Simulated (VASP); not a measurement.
# Hg (P6/mmm) in VASP: notebook

Runs on Hg. Level: LDA. Tasks: single point, relaxation of cell and atoms.

Program: VASP 6.6.1. These are calculated values, not measurements. Logs are shortened: lines on timing, memory, paths and dates and some standing lists are left out, and cuts for length are marked.

### 1 The cell of the first run

Symmetry: P6/mmm, No. 191, hexagonal system. Conventional cell: a = 5.302 Å, b = 5.302 Å, c = 3.021 Å, α = 90.00°, β = 90.00°, γ = 120.00°. Within 4.0 Å of Hg (site symmetry 6/mmm) lie 14 Hg at 3.02 to 3.41 Å. Hg (site symmetry -6m2) has 11 Hg at 3.02 to 3.41 Å within 4.0 Å.

### 2 Single point, LDA (24.51 Å³/atom)

INCAR reads:

```
PREC = Accurate ; ENCUT = 520
EDIFF = 1E-6 ; ISMEAR = -1
SIGMA = 0.1 ; LREAL = False
LASPH = True ; NELM = 60
ALGO = Normal ; ISIF = 2
LWAVE = False ; LCHARG = False
GGA = CA ; NBANDS = 25
```

KPOINTS reads:

```
regular mesh
0
Gamma
  9 9 14
```

POSCAR reads:

```
Hg
1.0
    5.3016659588      0.0000000000      0.0000000000
   -2.6508329794      4.5913774027      0.0000000000
    0.0000000000      0.0000000000      3.0210850150
Hg
3
Direct
    0.0000000000      0.0000000000      0.0000000000
    0.3333333333      0.6666666667      0.5000000000
    0.6666666667      0.3333333333      0.5000000000
```

Potentials or basis: VASP PAW LDA potentials, release 64 (Hg).

Started as:

```console
cat potpaw_LDA.64/Hg/POTCAR > POTCAR
mpirun -np 1 vasp_std > vasp.out
```

OUTCAR:

```text
PREC = Accurate
   ENCUT = 520
   EDIFF = 1E-6
   ISMEAR = -1
   LREAL = False
   LASPH = True
   NELM = 60
   ISIF = 2
   GGA = CA

 ion  position               nearest neighbor table
   1  0.000  0.000  0.000-   2 3.41   3 3.41   2 3.41   3 3.41   3 3.41   3 3.41   2 3.41   2 3.41
                             3 3.41   3 3.41   2 3.41   2 3.41
   2  0.333  0.667  0.500-   3 3.06   3 3.06   3 3.06   1 3.41   1 3.41   1 3.41   1 3.41   1 3.41
                             1 3.41
   3  0.667  0.333  0.500-   2 3.06   2 3.06   2 3.06   1 3.41   1 3.41   1 3.41   1 3.41   1 3.41
                             1 3.41

  LATTYP: Found a hexagonal cell.
 ALAT       =     5.3016659588
 C/A-ratio  =     0.5698369227

  Lattice vectors:

 A1 = (   5.3016659588,   0.0000000000,   0.0000000000)
 A2 = (  -2.6508329794,   4.5913774027,   0.0000000000)
 A3 = (   0.0000000000,   0.0000000000,   3.0210850150)

Analysis of symmetry for initial positions (statically):
=====================================================================
 Subroutine PRICEL returns:
 Original cell was already a primitive cell.

 Routine SETGRP: Setting up the symmetry group for a
 hexagonal supercell.

 Subroutine GETGRP returns: Found 24 space group operations
 (whereof 24 operations were pure point group operations)
 out of a pool of 24 trial point group operations.

The static configuration has the point symmetry D_6h.

Analysis of symmetry for dynamics (positions and initial velocities):
=====================================================================
 Subroutine PRICEL returns:
 Original cell was already a primitive cell.

 Routine SETGRP: Setting up the symmetry group for a
 hexagonal supercell.

 Subroutine GETGRP returns: Found 24 space group operations
 (whereof 24 operations were pure point group operations)
 out of a pool of 24 trial point group operations.

The dynamic configuration has the point symmetry D_6h.

 Subroutine INISYM returns: Found 24 space group operations
 (whereof 24 operations are pure point group operations),
 and found     1 'primitive' translations

----------------------------------------------------------------------------------------

                                     Primitive cell

  volume of cell :      73.5391

  direct lattice vectors                    reciprocal lattice vectors
     5.301665959  0.000000000  0.000000000     0.188619956  0.108899782  0.000000000
    -2.650832979  4.591377403  0.000000000     0.000000000  0.217799565  0.000000000
     0.000000000  0.000000000  3.021085015     0.000000000  0.000000000  0.331006905

  length of vectors
     5.301665959  5.301665959  3.021085015     0.217799565  0.217799565  0.331006905

  position of ions in fractional coordinates (direct lattice)
     0.000000000  0.000000000  0.000000000
     0.333333333  0.666666667  0.500000000
     0.666666667  0.333333333  0.500000000

  ion indices of the primitive-cell ions
   primitive index   ion index
                 1           1
                 2           2
                 3           3

----------------------------------------------------------------------------------------

 KPOINTS: regular mesh

Automatic generation of k-mesh.
 Grid dimensions read from file:
 generate k-points for:    9    9   14

 Generating k-lattice:

  Cartesian coordinates                     Fractional coordinates (reciprocal lattice)
     0.020957773  0.012099976  0.000000000     0.111111111 -0.000000000  0.000000000
     0.000000000  0.024199952  0.000000000     0.000000000  0.111111111  0.000000000
     0.000000000  0.000000000  0.023643350     0.000000000  0.000000000  0.071428571

  Length of vectors
     0.024199952  0.024199952  0.023643350

  Shift w.r.t. Gamma in fractional coordinates (k-lattice)
     0.000000000  0.000000000  0.000000000

 Subroutine IBZKPT returns following result:
 ===========================================

 Found     96 irreducible k-points:

 Following reciprocal coordinates:
            Coordinates               Weight
  0.000000  0.000000  0.000000      1.000000
  0.111111 -0.000000  0.000000      6.000000
  0.222222  0.000000  0.000000      6.000000
  0.333333  0.000000  0.000000      6.000000
  0.444444  0.000000  0.000000      6.000000
  0.111111  0.111111  0.000000      6.000000
[... 16 lines left out ...]
  0.333333  0.222222  0.071429     24.000000
  0.333333  0.333333  0.071429      4.000000
 [... further k-points ...]
   k-points           NKPTS =     96   k-points in BZ     NKDIM =     96   number of bands    NBANDS=     25
   number of dos      NEDOS =    301   number of ions     NIONS =      3
   total plane-waves  NPLWV =  38400
   dimension x,y,z NGX =    40 NGY =   40 NGZ =   24
   dimension x,y,z NGXF=    80 NGYF=   80 NGZF=   48
   ions per type =               3
   NGX,Y,Z   is equivalent  to a cutoff of  12.54, 12.54, 13.21 a.u.
   NGXF,Y,Z  is equivalent  to a cutoff of  25.09, 25.09, 26.41 a.u.
 SYSTEM =  unknown system
   PREC   = accura    normal or accurate (medium, high low for compatibility)
   ISTART =      0    job   : 0-new  1-cont  2-samecut
   ICHARG =      2    charge: 1-file 2-atom 10-const
   ISPIN  =      1    spin polarized calculation?
   LNONCOLLINEAR =      F non collinear calculations
   LSORBIT =      F    spin-orbit coupling
   LASPH  =      T    aspherical Exc in radial PAW
   ENCUT  =  520.0 eV  38.22 Ry    6.18 a.u.   9.86  9.86  5.62*2*pi/ulx,y,z
   NELM   =     60;   NELMIN=  2; NELMDL= -5     # of ELM steps
   EDIFF  = 0.1E-05   stopping-criterion for ELM
   LREAL  =      F    real-space projection
   EDIFFG = 0.1E-04   stopping-criterion for IOM
   NSW    =      0    number of steps for IOM
   IBRION =     -1    ionic relax: 0-MD 1-quasi-New 2-CG
   NFREE  =      0    steps in history (QN), initial steepest desc. (CG)
   ISIF   =      2    stress and relaxation
   ISYM   =      2    0-nonsym 1-usesym 2-fastsym
   POTIM  = 0.5000    time-step for ionic-motion
   TEBEG  =    0.0;   TEEND  =   0.0 temperature during run
   PSTRESS=    0.0 pullay stress
   NELECT =      36.0000    total number of electrons
   NUPDOWN=      -1.0000    fix difference up-down
   EMIN   =  10.00;   EMAX   =-10.00  energy-range for DOS
   EFERMI =   0.00;   METHOD = LEGACY
   ISMEAR =    -1;   SIGMA  =   0.10  broadening in eV -4-tet -1-fermi 0-gaus
   EFERMI_NEDOS =   21; number of points for ismear=-14 and -15
   IALGO  =     38    algorithm
   IMIX   =      4    mixing-type and parameters
     AMIX     =   0.40;   BMIX     =  1.00
     AMIX_MAG =   1.60;   BMIX_MAG =  1.00
  volume/ion in A,a.u.               =      24.51       165.42
  Fermi-wavevector in a.u.,A,eV,Ry     =   1.290237  2.438195 22.649783  1.664712
  Thomas-Fermi vector in A             =   2.422081
   LORBIT       =      0    0 simple, 1 ext, 2 COOP (PROOUT), +10 PAW based schemes
   GGA     = CA    functional components
   LHFCALC =     F    Hartree Fock is set to
   AEXX    =    0.0000 exact exchange contribution
   IVDW    =     0    specifies the selected vdW correction
   LEPSILON=     F    determine dielectric tensor
   LRPA    =     F    only Hartree local field effects (RPA)
 non-spin polarized calculation
  energy-cutoff  :      520.00
  volume of cell :       73.54
 maximum number of plane-waves:      1998
 NGX is ok and might be reduce to    40
   NGX = 19   NGY = 19   NGZ = 11

 number of electron      36.0000004 magnetization

 Free energy of the ion-electron system (eV)
  ---------------------------------------------------
  ext. energy  EPLUGINS =         0.00000000
  ---------------------------------------------------
  free energy    TOTEN  =        -2.79409957 eV

  energy without entropy =       -2.77185677  energy(sigma->0) =       -2.78297817

 E-fermi :   2.1420     XC(G=0): -10.9804

 val. band max:        2.0657161251   @ k =   0.4444   0.0000   0.4286
 cond. band min:       2.1600966925   @ k =   0.4444   0.1111   0.0000
 fundamental gap:      0.0943805674
 Fermi energy:         2.1420355196

 k-point     1 :       0.0000    0.0000    0.0000
  band No.  band energies     occupation
      1      -6.6110      2.00000
      2      -5.7382      2.00000
      3      -5.2976      2.00000
      4      -5.0593      2.00000
      5      -4.6992      2.00000
      6      -4.6992      2.00000
[... 17 lines left out ...]
     24      16.4331      0.00000
     25      16.4503      0.00000

 k-point     2 :       0.1111   -0.0000    0.0000
  band No.  band energies     occupation
      1      -6.5119      2.00000
      2      -5.7215      2.00000
      3      -5.3157      2.00000
      4      -5.0851      2.00000
      5      -4.8422      2.00000
      6      -4.8136      2.00000
[... 17 lines left out ...]
     24      15.4411      0.00000
     25      15.7183      0.00000

 k-point     3 :       0.2222    0.0000    0.0000
  band No.  band energies     occupation
      1      -6.2327      2.00000
      2      -5.6763      2.00000
      3      -5.3684      2.00000
      4      -5.2005      2.00000
      5      -4.9888      2.00000
      6      -4.9350      2.00000
[... 17 lines left out ...]
     24      13.4449      0.00000
     25      14.2453      0.00000

 k-point     4 :       0.3333    0.0000    0.0000
  band No.  band energies     occupation
      1      -5.8585      2.00000
      2      -5.6291      2.00000
      3      -5.4564      2.00000
      4      -5.3115      2.00000
      5      -5.0233      2.00000
      6      -5.0057      2.00000
[... 17 lines left out ...]
     24      12.6044      0.00000
     25      12.7539      0.00000
[... 477 lines left out ...]
 k-point    22 :       0.2222    0.2222    0.0714
  band No.  band energies     occupation
      1      -5.6536      2.00000
      2      -5.5322      2.00000
      3      -5.3795      2.00000
      4      -5.2893      2.00000
      5      -5.1683      2.00000
      6      -4.9999      2.00000
[... 17 lines left out ...]
     24      12.0852      0.00000
     25      13.6527      0.00000

 k-point    23 :       0.3333    0.2222    0.0714
  band No.  band energies     occupation
      1      -5.6266      2.00000
      2      -5.4812      2.00000
      3      -5.4331      2.00000
      4      -5.2410      2.00000
      5      -5.1846      2.00000
      6      -5.0465      2.00000
[... 17 lines left out ...]
     24      12.4462      0.00000
     25      12.8470      0.00000

 k-point    24 :       0.3333    0.3333    0.0714
  band No.  band energies     occupation
      1      -5.6515      2.00000
      2      -5.4542      2.00000
      3      -5.4542      2.00000
      4      -5.2234      2.00000
      5      -5.2234      2.00000
      6      -5.0690      2.00000
[... 17 lines left out ...]
     24      12.1273      0.00000
     25      13.5737      0.00000

 [... further k-points ...]

------------------------ aborting loop because EDIFF is reached ----------------------------------------

  FORCE on cell =-STRESS in cart. coord.  units (eV):
  Direction    XX          YY          ZZ          XY          YZ          ZX
  --------------------------------------------------------------------------------------
  -------------------------------------------------------------------------------------
  Total       -1.1785491     -1.1785491     -0.9806364     -0.0000000     -0.0000000     -0.0000000
  in kB      -25.6767439    -25.6767439    -21.3648725     -0.0000000     -0.0000000     -0.0000000
  external PRESSURE =     -24.2394534 kB  Pullay stress =       0.0000000 kB

 VOLUME and BASIS-vectors are now :
 -----------------------------------------------------------------------------
  energy-cutoff  :      520.00
  volume of cell :       73.54
      direct lattice vectors                 reciprocal lattice vectors
     5.301665959  0.000000000  0.000000000     0.188619956  0.108899782  0.000000000
    -2.650832979  4.591377403  0.000000000     0.000000000  0.217799565  0.000000000
     0.000000000  0.000000000  3.021085015     0.000000000  0.000000000  0.331006905

 POSITION                                       TOTAL-FORCE (eV/Angst)
 -----------------------------------------------------------------------------------
      0.00000      0.00000      0.00000         0.000000      0.000000      0.000000
     -0.00000      3.06092      1.51054         0.000000      0.000000      0.000000
      2.65083      1.53046      1.51054        -0.000000      0.000000     -0.000000
 -----------------------------------------------------------------------------------
    total drift:                                0.000000     -0.000000      0.000000

  FREE ENERGIE OF THE ION-ELECTRON SYSTEM (eV)
  ---------------------------------------------------
  free  energy   TOTEN  =        -2.7940995670 eV

  energy  without entropy=       -2.7718567723  energy(sigma->0) =       -2.78297817
```

Run time: 2 min. Hardware: 1 thread of Intel Xeon 8259CL, shared host; peak memory 0.25 GiB.

What came out:

```
Free energy            : -2.7941 eV
Pressure               : -2.4 GPa
Band gap on the k mesh : zero (bands 18 and 19 overlap by 4.30 eV)
```

Levels at points of the mesh, in eV from the Fermi level:
```csv
k point,band 15,band 16,band 17,band 18,band 19,band 20,band 21,band 22
"(0.00, 0.00, 0.00)",-5.64,-5.64,-1.30,-0.94,1.74,1.74,1.78,1.78
"(0.00, 0.00, 0.50)",-5.29,-2.84,-2.57,2.96,3.39,3.43,3.63,4.31
```

Caveat: spin-orbit coupling is left out, which moves the levels of the heavy elements.

### 3 Single point, LDA (25.42 Å³/atom)

This run uses another cell than the first one, of 25.42 Å³/atom.

INCAR reads:

```
SYSTEM = Hg
PREC = Accurate
ENCUT = 520
EDIFF = 1E-7
ISMEAR = -1
SIGMA = 0.1
LREAL = .FALSE.
LASPH = .TRUE.
NELM = 100
ALGO = Normal
ISIF = 2
LWAVE = .FALSE.
LCHARG = .FALSE.
NBANDS = 25
```

KPOINTS reads:

```
regular mesh
0
G
  9 9 14
  0 0 0
```

POSCAR reads:

```
Hg
1.0
    5.3663267943      0.0000000000      0.0000000000
   -2.6831633971      4.6473753289      0.0000000000
    0.0000000000      0.0000000000      3.0579311466
Hg
3
Direct
    0.0000000000      0.0000000000      0.0000000000
    0.3333333333      0.6666666667      0.5000000000
    0.6666666667      0.3333333333      0.5000000000
```

Potentials or basis: VASP PAW LDA potentials, release 64 (Hg).

Started as:

```console
cat potpaw_LDA.64/Hg/POTCAR > POTCAR
mpirun -np 1 vasp_std > vasp.out
```

Run time: 2.2 min. Hardware: 1 thread of Intel Xeon 8259CL, shared host; peak memory 0.26 GiB.

Results (log left out):

| Item | Value |
| --- | --- |
| Free energy | -2.7467 eV |
| Pressure | -3.3 GPa |
| Band gap on the k mesh | zero (bands 18 and 19 overlap by 3.89 eV) |

Stress tensor (GPa, compression positive):
```
-3.46  0.00  0.00
 0.00 -3.46  0.00
 0.00  0.00 -3.03
```

Levels at points of the mesh, in eV from the Fermi level:
```
           k point  band 15  band 16  band 17  band 18  band 19  band 20  band 21  band 22
(0.00, 0.00, 0.00)    -5.61    -5.61    -1.36    -1.01     1.75     1.75     1.80     1.80
(0.00, 0.00, 0.50)    -5.28    -2.85    -2.51     2.70     3.28     3.33     3.60     4.27
```

Caveat: the cell stands under tension; spin-orbit coupling is left out, which moves the levels of the heavy elements.

### 4 Relaxation of cell and atoms, LDA

This run uses another cell than the first one, of 23.07 Å³/atom.

INCAR reads:

```
SYSTEM = Hg
ALGO     = Normal         ! electronic algorithm
EDIFF    = 1E-6           ! SCF threshold, eV
EDIFFG   = -0.01          ! ionic threshold
ENCUT    = 600            ! plane-wave cutoff, eV
GGA      = CA             ! functional
IBRION   = 2              ! ionic algorithm
ISIF     = 3              ! what is computed and relaxed
ISMEAR   = -1             ! smearing method
LASPH    = .TRUE.         ! aspherical terms in the spheres
LCHARG   = .FALSE.        ! write CHGCAR
LREAL    = .FALSE.        ! projectors in reciprocal space
LWAVE    = .FALSE.        ! write WAVECAR
NELM     = 60             ! most SCF steps
NSW      = 80             ! ionic steps
PREC     = Accurate       ! precision mode
SIGMA    = 0.1            ! smearing width, eV
```

KPOINTS reads:

```
k-points
0
G
  7 7 10
  0 0 0
```

POSCAR reads:

```
Hg
1.0
    5.0707881349      0.0000000000      0.0000000000
   -2.5353940674      4.3914313420      0.0000000000
    0.0000000000      0.0000000000      3.1083931267
Hg
3
Direct
    0.0000000000      0.0000000000      0.0000000000
    0.3333333333      0.6666666667      0.5000000000
    0.6666666667      0.3333333333      0.5000000000
```

Started as:

```console
cat potpaw_LDA.64/Hg/POTCAR > POTCAR
mpirun -np 1 vasp_std > vasp.out
```

Run time: 7.8 min. Hardware: 1 thread of Intel Xeon 8259CL, shared host; peak memory 0.22 GiB.

The run converged. Its results:

| Item | Value |
| --- | --- |
| Free energy | -2.8389 eV |
| Relaxed volume | 23.00 Å³/atom |
| Relaxed cell | a = 5.180 Å, b = 5.180 Å, c = 2.969 Å, α = 90.00°, β = 90.00°, γ = 120.00° |
| Space group after relaxing (to 0.1 Å) | P6/mmm (No. 191) |
| Energy gained by relaxing | 6.5 meV/atom |
| Ionic steps | 8 |
| Pressure after relaxing | 0.0 GPa |
| Band gap on the k mesh | zero (bands 18 and 19 overlap by 4.93 eV) |

Step by step:
```tsv
step	energy change (eV)	largest force (eV/Å)	pressure (GPa)	volume (Å³)
1	0.0000	0.0000	0.02	69.22
2	-0.0060	0.0000	-0.03	69.25
3	-0.0177	0.0000	-0.20	69.28
4	0.0008	0.0000	0.07	69.16
5	-0.0192	0.0000	-0.20	69.28
6	-0.0192	0.0000	-0.20	69.28
7	-0.0192	0.0000	0.21	68.75
8	-0.0194	0.0000	-0.01	68.99
```

Final structure:
```
Hg
1.0
     5.18036    0.00000    0.00000
    -2.59018    4.48633    0.00000
     0.00000    0.00000    2.96857
Hg
3
Direct
  0.00000 0.00000 0.00000
  0.33333 0.66667 0.50000
  0.66667 0.33333 0.50000
```

Levels at points of the mesh, in eV from the Fermi level:
| k point | band 15 | band 16 | band 17 | band 18 | band 19 | band 20 | band 21 | band 22 |
| --- | --- | --- | --- | --- | --- | --- | --- | --- |
| (0.00, 0.00, 0.00) | -5.69 | -5.69 | -1.15 | -0.73 | 1.78 | 1.78 | 1.81 | 1.81 |
| (0.00, 0.00, 0.50) | -5.29 | -2.86 | -2.71 | 3.45 | 3.53 | 3.71 | 3.73 | 4.39 |

Caveat: spin-orbit coupling is left out, which moves the levels of the heavy elements.

### 5 The runs side by side

| task | cell | k mesh | cutoff (eV) | gap on the mesh (eV) | pressure (GPa) |
| --- | --- | --- | --- | --- | --- |
| single point | a = 5.302, b = 5.302, c = 3.021 Å, angles 90.0, 90.0, 120.0°, 3 atoms | 9 × 9 × 14 | 520 | none | -2.4 |
| single point | a = 5.366, b = 5.366, c = 3.058 Å, angles 90.0, 90.0, 120.0°, 3 atoms | 9 × 9 × 14 | 520 | none | -3.3 |
| relaxation of cell and atoms | relaxed from a = 5.071, b = 5.071, c = 3.108 Å, angles 90.0, 90.0, 120.0°, 3 atoms | 7 × 7 × 10 | 600 | none | 0.0 |

Alike in all rows: level LDA; potentials or basis VASP PAW LDA potentials, release 64 (Hg); no spin polarisation; smearing fermi-dirac 0.1 eV.

Caveats: spin-orbit coupling is left out, which moves the levels of the heavy elements; the cell stands under tension (at least some runs).

Total energies depend on the potentials used, so only differences within one code and one set of settings carry meaning.
